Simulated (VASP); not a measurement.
# C (R-3m) in VASP: a series of runs

Runs on C. Level: PBEsol. Tasks: single point, relaxation of cell and atoms.

Everything below comes from runs of VASP 6.6.1. Logs are shortened: lines on timing, memory, paths and dates and some standing lists are left out, and cuts for length are marked.

**1. The cell of the first run**

The structure is trigonal, space group R-3m (No. 166). Conventional cell: a = 2.459 Å, b = 2.459 Å, c = 10.726 Å, α = 90.00°, β = 90.00°, γ = 120.00°. C (site symmetry 3m) has 3 C at 1.42 Å within 1.9 Å.

**2. Single point, PBEsol**

Contents of INCAR:

```
PREC     = Accurate       # precision mode
ENCUT    = 520            # plane-wave cutoff, eV
EDIFF    = 1E-6           # SCF threshold, eV
ISMEAR   = -1             # smearing method
SIGMA    = 0.1            # smearing width, eV
LREAL    = False          # projectors in reciprocal space
LASPH    = True           # aspherical terms in the spheres
NELM     = 60             # most SCF steps
ALGO     = Normal         # electronic algorithm
ISIF     = 2              # what is computed and relaxed
LWAVE    = False          # write WAVECAR
LCHARG   = False          # write CHGCAR
GGA      = PS             # functional
NBANDS   = 11             # bands
```

Contents of KPOINTS:

```
regular mesh
0
Gamma
  12 12 12
```

Contents of POSCAR:

```
C
1.0
    1.2295236478      0.7098659870      3.5752967890
   -1.2295236478      0.7098659870      3.5752967890
    0.0000000000     -1.4197314400      3.5752968950
C
2
Direct
    0.8333710274      0.8333710274      0.8333710274
    0.1666289726      0.1666289726      0.1666289726
```

Potentials or basis: VASP PAW PBE potentials, release 64 (C).

Command:

```bash
> cat potpaw_PBE.64/C/POTCAR > POTCAR
> mpirun -np 1 vasp_std > vasp.out
```

OUTCAR:

```text
PREC = Accurate
   ENCUT = 520
   EDIFF = 1E-6
   ISMEAR = -1
   LREAL = False
   LASPH = True
   NELM = 60
   ISIF = 2
   GGA = PS

 ion  position               nearest neighbor table
   1  0.833  0.833  0.833-   2 1.42   2 1.42   2 1.42
   2  0.167  0.167  0.167-   1 1.42   1 1.42   1 1.42

  LATTYP: Found a trigonal (rhomboedric) cell.
 ALAT       =     3.8468669394
 COS(alpha) =     0.7956900871

  Lattice vectors:

 A1 = (   1.2295236478,   0.7098659870,   3.5752967890)
 A2 = (  -1.2295236478,   0.7098659870,   3.5752967890)
 A3 = (   0.0000000000,  -1.4197314400,   3.5752968950)

Analysis of symmetry for initial positions (statically):
=====================================================================
 Subroutine PRICEL returns:
 Original cell was already a primitive cell.

 Routine SETGRP: Setting up the symmetry group for a
 trigonal (rhombohedral) supercell.

 Subroutine GETGRP returns: Found 12 space group operations
 (whereof 12 operations were pure point group operations)
 out of a pool of 12 trial point group operations.

The static configuration has the point symmetry D_3d.

Analysis of symmetry for dynamics (positions and initial velocities):
=====================================================================
 Subroutine PRICEL returns:
 Original cell was already a primitive cell.

 Routine SETGRP: Setting up the symmetry group for a
 trigonal (rhombohedral) supercell.

 Subroutine GETGRP returns: Found 12 space group operations
 (whereof 12 operations were pure point group operations)
 out of a pool of 12 trial point group operations.

The dynamic configuration has the point symmetry D_3d.

 Subroutine INISYM returns: Found 12 space group operations
 (whereof 12 operations are pure point group operations),
 and found     1 'primitive' translations

----------------------------------------------------------------------------------------

                                     Primitive cell

  volume of cell :      18.7230

  direct lattice vectors                    reciprocal lattice vectors
     1.229523648  0.709865987  3.575296789     0.406661556  0.234786164  0.093232341
    -1.229523648  0.709865987  3.575296789    -0.406661556  0.234786164  0.093232341
     0.000000000 -1.419731440  3.575296895     0.000000000 -0.469572313  0.093232376

  length of vectors
     3.846866939  3.846866939  3.846866939     0.478738377  0.478738377  0.478738377

  position of ions in fractional coordinates (direct lattice)
     0.833371027  0.833371027  0.833371027
     0.166628973  0.166628973  0.166628973

  ion indices of the primitive-cell ions
   primitive index   ion index
                 1           1
                 2           2

----------------------------------------------------------------------------------------

 KPOINTS: regular mesh

Automatic generation of k-mesh.
 Grid dimensions read from file:
 generate k-points for:   12   12   12

 Generating k-lattice:

  Cartesian coordinates                     Fractional coordinates (reciprocal lattice)
     0.033888463  0.019565514  0.007769362     0.083333333 -0.000000000 -0.000000000
    -0.033888463  0.019565514  0.007769362    -0.000000000  0.083333333 -0.000000000
     0.000000000 -0.039131026  0.007769365     0.000000000  0.000000000  0.083333333

  Length of vectors
     0.039894865  0.039894865  0.039894865

  Shift w.r.t. Gamma in fractional coordinates (k-lattice)
     0.000000000  0.000000000  0.000000000

 Subroutine IBZKPT returns following result:
 ===========================================

 Found    189 irreducible k-points:

 Following reciprocal coordinates:
            Coordinates               Weight
  0.000000  0.000000  0.000000      1.000000
  0.083333  0.000000  0.000000      6.000000
  0.166667  0.000000  0.000000      6.000000
  0.250000  0.000000  0.000000      6.000000
  0.333333  0.000000  0.000000      6.000000
  0.416667  0.000000  0.000000      6.000000
[... 16 lines left out ...]
  0.500000  0.166667  0.000000     12.000000
 -0.416667  0.166667 -0.000000     12.000000
 [... further k-points ...]
   k-points           NKPTS =    189   k-points in BZ     NKDIM =    189   number of bands    NBANDS=     11
   number of dos      NEDOS =    301   number of ions     NIONS =      2
   total plane-waves  NPLWV =  27000
   dimension x,y,z NGX =    30 NGY =   30 NGZ =   30
   dimension x,y,z NGXF=    60 NGYF=   60 NGZF=   60
   ions per type =               2
   NGX,Y,Z   is equivalent  to a cutoff of  12.96, 12.96, 12.96 a.u.
   NGXF,Y,Z  is equivalent  to a cutoff of  25.93, 25.93, 25.93 a.u.
 SYSTEM =  unknown system
   PREC   = accura    normal or accurate (medium, high low for compatibility)
   ISTART =      0    job   : 0-new  1-cont  2-samecut
   ICHARG =      2    charge: 1-file 2-atom 10-const
   ISPIN  =      1    spin polarized calculation?
   LNONCOLLINEAR =      F non collinear calculations
   LSORBIT =      F    spin-orbit coupling
   LASPH  =      T    aspherical Exc in radial PAW
   ENCUT  =  520.0 eV  38.22 Ry    6.18 a.u.   7.15  7.15  7.15*2*pi/ulx,y,z
   NELM   =     60;   NELMIN=  2; NELMDL= -5     # of ELM steps
   EDIFF  = 0.1E-05   stopping-criterion for ELM
   LREAL  =      F    real-space projection
   EDIFFG = 0.1E-04   stopping-criterion for IOM
   NSW    =      0    number of steps for IOM
   IBRION =     -1    ionic relax: 0-MD 1-quasi-New 2-CG
   NFREE  =      0    steps in history (QN), initial steepest desc. (CG)
   ISIF   =      2    stress and relaxation
   ISYM   =      2    0-nonsym 1-usesym 2-fastsym
   POTIM  = 0.5000    time-step for ionic-motion
   TEBEG  =    0.0;   TEEND  =   0.0 temperature during run
   PSTRESS=    0.0 pullay stress
   NELECT =       8.0000    total number of electrons
   NUPDOWN=      -1.0000    fix difference up-down
   EMIN   =  10.00;   EMAX   =-10.00  energy-range for DOS
   EFERMI =   0.00;   METHOD = LEGACY
   ISMEAR =    -1;   SIGMA  =   0.10  broadening in eV -4-tet -1-fermi 0-gaus
   EFERMI_NEDOS =   21; number of points for ismear=-14 and -15
   IALGO  =     38    algorithm
   IMIX   =      4    mixing-type and parameters
     AMIX     =   0.40;   BMIX     =  1.00
     AMIX_MAG =   1.60;   BMIX_MAG =  1.00
  volume/ion in A,a.u.               =       9.36        63.17
  Fermi-wavevector in a.u.,A,eV,Ry     =   1.233046  2.330119 20.686336  1.520403
  Thomas-Fermi vector in A             =   2.367792
   LORBIT       =      0    0 simple, 1 ext, 2 COOP (PROOUT), +10 PAW based schemes
   GGA     = PS    functional components
   LHFCALC =     F    Hartree Fock is set to
   AEXX    =    0.0000 exact exchange contribution
   IVDW    =     0    specifies the selected vdW correction
   LEPSILON=     F    determine dielectric tensor
   LRPA    =     F    only Hartree local field effects (RPA)
 non-spin polarized calculation
  energy-cutoff  :      520.00
  volume of cell :       18.72
 maximum number of plane-waves:       518
 NGX is ok and might be reduce to    30
   NGX = 15   NGY = 15   NGZ = 15

 number of electron       8.0000000 magnetization

 Free energy of the ion-electron system (eV)
  ---------------------------------------------------
  ext. energy  EPLUGINS =         0.00000000
  ---------------------------------------------------
  free energy    TOTEN  =       -19.28852373 eV

  energy without entropy =      -19.28685283  energy(sigma->0) =      -19.28768828

 E-fermi :   4.1067     XC(G=0): -10.1128

 val. band max:        3.8778508542   @ k =  -0.3333   0.3333   0.0000
 cond. band min:       4.3346758544   @ k =  -0.3333   0.3333   0.0000
 fundamental gap:      0.4568250002
 Fermi energy:         4.1066670117

 k-point     1 :       0.0000    0.0000    0.0000
  band No.  band energies     occupation
      1     -15.5213      2.00000
      2      -2.8351      2.00000
      3       1.1251      2.00000
      4       1.1251      2.00000
      5       7.6922      0.00000
      6      12.4765      0.00000
      7      12.4765      0.00000
      8      15.6086      0.00000
      9      16.9799      0.00000
     10      26.5548      0.00000
     11      27.3477      0.00000

 k-point     2 :       0.0833    0.0000    0.0000
  band No.  band energies     occupation
      1     -15.3540      2.00000
      2      -2.6562      2.00000
      3       0.4728      2.00000
      4       0.7821      2.00000
      5       7.9294      0.00000
      6      12.5514      0.00000
      7      13.1795      0.00000
      8      15.0281      0.00000
      9      17.2742      0.00000
     10      26.8076      0.00000
     11      27.1092      0.00000

 k-point     3 :       0.1667    0.0000    0.0000
  band No.  band energies     occupation
      1     -14.8540      2.00000
      2      -2.1233      2.00000
      3      -1.1724      2.00000
      4      -0.0195      2.00000
      5       8.6389      0.00000
      6      12.5295      0.00000
      7      13.4925      0.00000
      8      15.0408      0.00000
      9      18.1991      0.00000
     10      25.0605      0.00000
     11      28.3034      0.00000

 k-point     4 :       0.2500    0.0000    0.0000
  band No.  band energies     occupation
      1     -14.0276      2.00000
      2      -3.2854      2.00000
      3      -1.2517      2.00000
      4      -0.9077      2.00000
      5       9.7974      0.00000
      6      11.3954      0.00000
      7      12.3075      0.00000
      8      17.6134      0.00000
      9      19.4376      0.00000
     10      23.1260      0.00000
     11      26.5993      0.00000
[... 239 lines left out ...]
 k-point    22 :       0.4167    0.1667    0.0000
  band No.  band energies     occupation
      1     -12.3807      2.00000
      2      -5.3645      2.00000
      3      -3.3565      2.00000
      4       0.1762      2.00000
      5       8.6149      0.00000
      6      12.7055      0.00000
      7      14.5563      0.00000
      8      17.0013      0.00000
      9      19.0190      0.00000
     10      22.7562      0.00000
     11      25.8846      0.00000

 k-point    23 :       0.5000    0.1667    0.0000
  band No.  band energies     occupation
      1     -10.9781      2.00000
      2      -7.3130      2.00000
      3      -3.9273      2.00000
      4       1.5291      2.00000
      5       6.8103      0.00000
      6      14.2018      0.00000
      7      14.5604      0.00000
      8      17.2704      0.00000
      9      18.6386      0.00000
     10      22.2582      0.00000
     11      26.9220      0.00000

 k-point    24 :      -0.4167    0.1667   -0.0000
  band No.  band energies     occupation
      1      -9.7214      2.00000
      2      -8.7757      2.00000
      3      -4.1124      2.00000
      4       2.5344      2.00000
      5       5.6816      0.00000
      6      14.2654      0.00000
      7      15.2234      0.00000
      8      16.1492      0.00000
      9      19.0487      0.00000
     10      22.9220      0.00000
     11      26.5567      0.00000

 [... further k-points ...]
[... 5 lines left out ...]
  --------------------------------------------------------------------------------------
  -------------------------------------------------------------------------------------
  Total        0.1119766      0.1119766     -0.0076246      0.0000000     -0.0000000     -0.0000000
  in kB        9.5821174      9.5821174     -0.6524524      0.0000000     -0.0000005     -0.0000000
  external PRESSURE =       6.1705941 kB  Pullay stress =       0.0000000 kB

 VOLUME and BASIS-vectors are now :
 -----------------------------------------------------------------------------
  energy-cutoff  :      520.00
  volume of cell :       18.72
      direct lattice vectors                 reciprocal lattice vectors
     1.229523648  0.709865987  3.575296789     0.406661556  0.234786164  0.093232341
    -1.229523648  0.709865987  3.575296789    -0.406661556  0.234786164  0.093232341
     0.000000000 -1.419731440  3.575296895     0.000000000 -0.469572313  0.093232376

 POSITION                                       TOTAL-FORCE (eV/Angst)
 -----------------------------------------------------------------------------------
      0.00000      0.00000      8.93865         0.000000      0.000000      0.000410
      0.00000      0.00000      1.78724         0.000000     -0.000000     -0.000410
 -----------------------------------------------------------------------------------
    total drift:                                0.000000      0.000000     -0.000000

  FREE ENERGIE OF THE ION-ELECTRON SYSTEM (eV)
  ---------------------------------------------------
  free  energy   TOTEN  =       -19.2885237349 eV

  energy  without entropy=      -19.2868528317  energy(sigma->0) =      -19.28768828
```

Wall time 36 s (1 thread of Intel Xeon Platinum 8559C (Emerald Rapids), shared host); peak memory 0.17 GiB.

Results:

```yaml
Free_energy: -19.2885 eV
Pressure: 0.6 GPa
Band_gap_on_the_k_mesh: 0.46 eV, direct
```

Levels at points of the mesh, in eV from the valence-band top:
```tsv
k point	band 1	band 2	band 3	band 4	band 5	band 6	band 7	band 8	band 9
(0.00, 0.00, 0.00)	-19.40	-6.71	-2.75	-2.75	3.81	8.60	8.60	11.73	13.10
(0.50, 0.00, 0.00)	-14.03	-13.07	-6.16	-1.90	2.14	7.79	11.64	12.08	17.99
(0.50, 0.50, 0.00)	-13.96	-13.02	-6.19	-2.40	1.59	7.54	12.89	14.29	19.01
(0.50, 0.50, 0.50)	-19.21	-8.15	-2.76	-2.76	8.57	8.57	9.16	11.86	12.97
```

Caveat: the PAW data sets were made with another functional, which shifts forces and pressure a little. A k mesh can miss the band edges.

(Continued in part 2 of 2.)
